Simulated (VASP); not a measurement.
# ZnSe (Stilleite) (F-43m) in VASP: settings compared, part 2 of 3

VASP 6.6.1. Earlier steps stand in the parts before.

### 3 Single point, PBEsol

This run uses another cell than the first one, of 22.35 Å³/atom, 1.003 times its volume.

INCAR

```
SYSTEM = ZnSe
PREC = Accurate
ENCUT = 500
EDIFF = 1E-6
ISMEAR = 0
SIGMA = 0.01
LREAL = .False.
LASPH = .True.
NELM = 120
ALGO = Normal
ISIF = 2
LWAVE = .False.
LCHARG = .True.
GGA = PS
LELF = .True.
LVHAR = .True.
NBANDS = 16
GGA_COMPAT = .False.
```

KPOINTS

```
regular mesh
0
Gamma
  6 6 6
  0 0 0
```

POSCAR

```
ZnSe
1.0
    0.0000000000      2.8169928302      2.8169928302
    2.8169928302      0.0000000000      2.8169928302
    2.8169928302      2.8169928302      0.0000000000
Zn Se
1 1
Direct
    0.0000000000      0.0000000000      0.0000000000
    0.2500000000      0.2500000000      0.2500000000
```

Potentials or basis: VASP PAW PBE potentials, release 64 (Zn, Se).

On the command line:

```sh
cat potpaw_PBE.64/Zn/POTCAR potpaw_PBE.64/Se/POTCAR > POTCAR
mpirun -np 1 vasp_std > vasp.out
```

It took 25 s on 1 thread of Intel Xeon 8259CL, shared host; peak memory 0.17 GiB.

The run converged. Its results:

```yaml
Free_energy: -6.7672 eV
Pressure: 0.3 GPa
Band_gap_on_the_k_mesh: 1.24 eV, direct
```

Levels at points of the mesh, in eV from the valence-band top:
| k point | band 6 | band 7 | band 8 | band 9 | band 10 | band 11 | band 12 | band 13 |
| --- | --- | --- | --- | --- | --- | --- | --- | --- |
| (0.00, 0.00, 0.00) | -6.24 | 0.00 | 0.00 | 0.00 | 1.24 | 5.72 | 5.72 | 5.72 |
| (0.50, 0.00, 0.00) | -6.07 | -5.40 | -0.90 | -0.90 | 2.47 | 6.30 | 6.30 | 8.45 |
| (0.50, 0.50, 0.00) | -6.06 | -4.87 | -2.28 | -2.28 | 2.79 | 3.37 | 10.74 | 11.29 |

Caveat: the PAW data sets were made with another functional, which shifts forces and pressure a little.

### 4 Single point, PBE

This run uses another cell than the first one, of 23.54 Å³/atom, 1.057 times its volume.

INCAR

```
SYSTEM = ZnSe
PREC = Accurate
ENCUT = 500
EDIFF = 1E-6
ISMEAR = 0
SIGMA = 0.01
LREAL = .FALSE.
LASPH = .TRUE.
NELM = 120
ALGO = Normal
ISIF = 2
LWAVE = .FALSE.
LCHARG = .FALSE.
GGA = PE
NBANDS = 16
GGA_COMPAT = .FALSE.
```

KPOINTS

```
Automatic mesh
0
G
  6 6 6
  0 0 0
```

POSCAR

```
ZnSe
1.0
    0.0000000000      2.8661099626      2.8661099626
    2.8661099626      0.0000000000      2.8661099626
    2.8661099626      2.8661099626      0.0000000000
Zn Se
1 1
Direct
    0.0000000000      0.0000000000      0.0000000000
    0.2500000000      0.2500000000      0.2500000000
```

Potentials or basis: VASP PAW PBE potentials, release 64 (Zn, Se).

On the command line:

```sh
cat potpaw_PBE.64/Zn/POTCAR potpaw_PBE.64/Se/POTCAR > POTCAR
mpirun -np 1 vasp_std > vasp.out
```

OUTCAR:

```text
SYSTEM = ZnSe
   PREC = Accurate
   ENCUT = 500
   EDIFF = 1E-6
   ISMEAR = 0
   LREAL = .FALSE.
   LASPH = .TRUE.
   NELM = 120
   ISIF = 2
   GGA = PE

 ion  position               nearest neighbor table
   1  0.000  0.000  0.000-   2 2.48   2 2.48   2 2.48   2 2.48
   2  0.250  0.250  0.250-   1 2.48   1 2.48   1 2.48   1 2.48

  LATTYP: Found a face centered cubic cell.
 ALAT       =     5.7322199252

  Lattice vectors:

 A1 = (   0.0000000000,   2.8661099626,   2.8661099626)
 A2 = (   2.8661099626,   0.0000000000,   2.8661099626)
 A3 = (   2.8661099626,   2.8661099626,   0.0000000000)

Analysis of symmetry for initial positions (statically):
=====================================================================
 Subroutine PRICEL returns:
 Original cell was already a primitive cell.

 Routine SETGRP: Setting up the symmetry group for a
 face centered cubic supercell.

 Subroutine GETGRP returns: Found 24 space group operations
 (whereof 24 operations were pure point group operations)
 out of a pool of 48 trial point group operations.

The static configuration has the point symmetry T_d .

Analysis of symmetry for dynamics (positions and initial velocities):
=====================================================================
 Subroutine PRICEL returns:
 Original cell was already a primitive cell.

 Routine SETGRP: Setting up the symmetry group for a
 face centered cubic supercell.

 Subroutine GETGRP returns: Found 24 space group operations
 (whereof 24 operations were pure point group operations)
 out of a pool of 48 trial point group operations.

The dynamic configuration has the point symmetry T_d .

 Subroutine INISYM returns: Found 24 space group operations
 (whereof 24 operations are pure point group operations),
 and found     1 'primitive' translations

[... 100 lines left out ...]
   ISMEAR =     0;   SIGMA  =   0.01  broadening in eV -4-tet -1-fermi 0-gaus
   EFERMI_NEDOS =   21; number of points for ismear=-14 and -15
   IALGO  =     38    algorithm
   IMIX   =      4    mixing-type and parameters
     AMIX     =   0.40;   BMIX     =  1.00
     AMIX_MAG =   1.60;   BMIX_MAG =  1.00
  volume/ion in A,a.u.               =      23.54       158.88
  Fermi-wavevector in a.u.,A,eV,Ry     =   1.188127  2.245234 19.206603  1.411645
  Thomas-Fermi vector in A             =   2.324263
   LORBIT       =      0    0 simple, 1 ext, 2 COOP (PROOUT), +10 PAW based schemes
   GGA     = PE    functional components
   LHFCALC =     F    Hartree Fock is set to
   AEXX    =    0.0000 exact exchange contribution
   IVDW    =     0    specifies the selected vdW correction
   LEPSILON=     F    determine dielectric tensor
   LRPA    =     F    only Hartree local field effects (RPA)
 non-spin polarized calculation
 Gauss-broadening in eV      SIGMA  =   0.01
  energy-cutoff  :      500.00
  volume of cell :       47.09
 maximum number of plane-waves:      1243
 NGX is ok and might be reduce to    30
   NGX = 15   NGY = 15   NGZ = 15

 number of electron      18.0000017 magnetization

 Free energy of the ion-electron system (eV)
  ---------------------------------------------------
  ext. energy  EPLUGINS =         0.00000000
  ---------------------------------------------------
  free energy    TOTEN  =        -6.02731256 eV

  energy without entropy =       -6.02731256  energy(sigma->0) =       -6.02731256

 E-fermi :   1.3842     XC(G=0):  -9.1656

 val. band max:        1.3308733451   @ k =   0.0000   0.0000   0.0000
 cond. band min:       2.4840872494   @ k =   0.0000   0.0000   0.0000
 fundamental gap:      1.1532139043
 Fermi energy:         1.3841572904

 k-point     1 :       0.0000    0.0000    0.0000
  band No.  band energies     occupation
      1     -11.7154      2.00000
      2      -5.1007      2.00000
      3      -5.1007      2.00000
      4      -5.1007      2.00000
      5      -4.7614      2.00000
      6      -4.7614      2.00000
[... 281 lines left out ...]
      3      -4.9026      2.00000
      4      -4.8331      2.00000
      5      -4.7475      2.00000
      6      -4.5128      2.00000
[... 8 lines left out ...]
     15      14.9019      0.00000
     16      15.3277      0.00000

------------------------ aborting loop because EDIFF is reached ----------------------------------------

  FORCE on cell =-STRESS in cart. coord.  units (eV):
  Direction    XX          YY          ZZ          XY          YZ          ZX
  --------------------------------------------------------------------------------------
  -------------------------------------------------------------------------------------
  Total        0.0718319      0.0718319      0.0718319     -0.0000000      0.0000000     -0.0000000
  in kB        2.4441041      2.4441041      2.4441041     -0.0000000      0.0000000     -0.0000000
  external PRESSURE =       2.4441041 kB  Pullay stress =       0.0000000 kB

 VOLUME and BASIS-vectors are now :
 -----------------------------------------------------------------------------
  energy-cutoff  :      500.00
  volume of cell :       47.09
      direct lattice vectors                 reciprocal lattice vectors
     0.000000000  2.866109963  2.866109963    -0.174452483  0.174452483  0.174452483
     2.866109963  0.000000000  2.866109963     0.174452483 -0.174452483  0.174452483
     2.866109963  2.866109963  0.000000000     0.174452483  0.174452483 -0.174452483

 POSITION                                       TOTAL-FORCE (eV/Angst)
 -----------------------------------------------------------------------------------
      0.00000      0.00000      0.00000         0.000000     -0.000000      0.000000
      1.43305      1.43305      1.43305        -0.000000      0.000000     -0.000000
 -----------------------------------------------------------------------------------
    total drift:                               -0.000000     -0.000000     -0.000001

  FREE ENERGIE OF THE ION-ELECTRON SYSTEM (eV)
  ---------------------------------------------------
  free  energy   TOTEN  =        -6.0273125643 eV

  energy  without entropy=       -6.0273125643  energy(sigma->0) =       -6.02731256
```

It took 24 s on 1 thread of Intel Xeon 8259CL, shared host; peak memory 0.17 GiB.

Results:

| Item | Value |
| --- | --- |
| Free energy | -6.0273 eV |
| Pressure | 0.2 GPa |
| Band gap on the k mesh | 1.15 eV, direct |

### 5 Relaxation of cell and atoms, PBE

This run uses another cell than the first one, of 22.76 Å³/atom, 1.021 times its volume.

INCAR

```
SYSTEM = ZnSe
PREC     = Accurate       ! precision mode
ENCUT    = 500            ! plane-wave cutoff, eV
EDIFF    = 1E-7           ! SCF threshold, eV
ISMEAR   = 0              ! smearing method
SIGMA    = 0.01           ! smearing width, eV
LREAL    = .False.        ! projectors in reciprocal space
LASPH    = .True.         ! aspherical terms in the spheres
NELM     = 120            ! most SCF steps
ALGO     = Normal         ! electronic algorithm
ISIF     = 3              ! what is computed and relaxed
LWAVE    = .False.        ! write WAVECAR
LCHARG   = .False.        ! write CHGCAR
GGA      = PE             ! functional
IBRION   = 2              ! ionic algorithm
NSW      = 80             ! ionic steps
EDIFFG   = -0.01          ! ionic threshold
GGA_COMPAT= .False.      
NELMIN   = 4
```

KPOINTS

```
regular mesh
0
Gamma
  6 6 6
  0 0 0
```

POSCAR

```
ZnSe
1.0
    0.0000000000      2.8338000000      2.8338000000
    2.8338000000      0.0000000000      2.8338000000
    2.8338000000      2.8338000000      0.0000000000
Zn Se
1 1
Direct
    0.0000000000      0.0000000000      0.0000000000
    0.2500000000      0.2500000000      0.2500000000
```

On the command line:

```sh
cat potpaw_PBE.64/Zn/POTCAR potpaw_PBE.64/Se/POTCAR > POTCAR
mpirun -np 1 vasp_std > vasp.out
```

It took 55 s on 1 thread of Intel Xeon 8259CL, shared host; peak memory 0.17 GiB.

Results (log left out):

* Free energy: -6.0273 eV
* Relaxed volume: 23.63 Å³/atom
* Relaxed cell: a = 4.058 Å, b = 4.058 Å, c = 4.058 Å, α = 60.00°, β = 60.00°, γ = 60.00°
* Space group after relaxing (to 0.05 Å): F-43m (No. 216)
* Energy gained by relaxing: 6.2 meV/atom
* Ionic steps: 3
* Pressure after relaxing: 0.0 GPa
* Band gap on the k mesh: 1.14 eV, direct

The path:
| step | energy change (eV) | largest force (eV/Å) | pressure (GPa) | volume (Å³) |
| --- | --- | --- | --- | --- |
| 1 | 0.0000 | 0.0000 | 2.37 | 45.51 |
| 2 | -0.0116 | 0.0000 | -0.58 | 47.77 |
| 3 | -0.0125 | 0.0000 | 0.01 | 47.27 |

Final structure:
```xyz
2
Lattice="0.0000 2.8697 2.8697 2.8697 0.0000 2.8697 2.8697 2.8697 0.0000" Properties=species:S:1:pos:R:3 pbc="T T T"
Zn    0.0000    0.0000    0.0000
Se    1.4349    1.4349    1.4349
```

Levels at points of the mesh, in eV from the valence-band top:
| k point | band 5 | band 6 | band 7 | band 8 | band 9 | band 10 | band 11 | band 12 | band 13 |
| --- | --- | --- | --- | --- | --- | --- | --- | --- | --- |
| (0.00, 0.00, 0.00) | -6.08 | -6.08 | 0.00 | 0.00 | 0.00 | 1.14 | 5.81 | 5.81 | 5.81 |
| (0.50, 0.00, 0.00) | -6.07 | -5.94 | -4.99 | -0.81 | -0.81 | 2.47 | 6.38 | 6.38 | 8.47 |
| (0.50, 0.50, 0.00) | -6.04 | -5.92 | -4.59 | -2.05 | -2.05 | 3.07 | 3.45 | 10.47 | 10.99 |

Expect the measured gap to be larger: semilocal functionals such as PBE lack the derivative discontinuity. PBE usually gives volumes a little too large and moduli too small.

(Continued in part 3 of 3.)
